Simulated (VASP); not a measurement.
Wanted: the native input for a VASP 6.6.1 run.

* Task: single point
* Functional: PBEsol
* Potentials or basis: VASP PAW PBE potentials, release 64 (Ni)
* Cutoff: 520 eV
* k mesh: 17 × 17 × 9
* Occupations: fermi-dirac, width 0.1 eV
* Spin: no spin polarisation
* Dipole correction: no
* Further INCAR settings: ALGO = Normal; EDIFF = 1e-07; NBANDS = 17

The structure of Ni lies in POSCAR:

```
Ni
1.0
    2.3415357043      0.0000000000      0.0000000000
   -1.1707678522      2.0278294038      0.0000000000
    0.0000000000      0.0000000000      3.8499347667
Ni
2
Direct
    0.3333333333      0.6666666667      0.2500000000
    0.6666666667      0.3333333333      0.7500000000
```

This cell differs from its parent crystal: volume scaled by 0.88.

One way to write it, as run:

INCAR

```
PREC = Accurate
ENCUT = 520
EDIFF = 1E-7
ISMEAR = -1
SIGMA = 0.1
LREAL = False
LASPH = True
NELM = 60
ALGO = Normal
ISIF = 2
LWAVE = False
LCHARG = False
GGA = PS
NBANDS = 17
```

KPOINTS

```
regular mesh
0
Gamma
  17 17 9
```

Potentials or basis: VASP PAW PBE potentials, release 64 (Ni).

Run with:

```sh
$ cat potpaw_PBE.64/Ni/POTCAR > POTCAR
$ mpirun -np 1 vasp_std > vasp.out
```

Results of the run:

- Pressure: 39.6 GPa
- Band gap on the k mesh: zero (band 10 reaches 11.90 eV, above the bottom of band 11 at 11.28 eV)

Caveat: the PAW data sets were made with another functional, which shifts forces and pressure a little; the run has no spin polarisation, though such a crystal can be magnetic.

Wall time 31 s on 1 thread of Intel(R) Xeon(R) Platinum 8488C (Sapphire Rapids), on a shared host, peak memory 0.15 GiB.
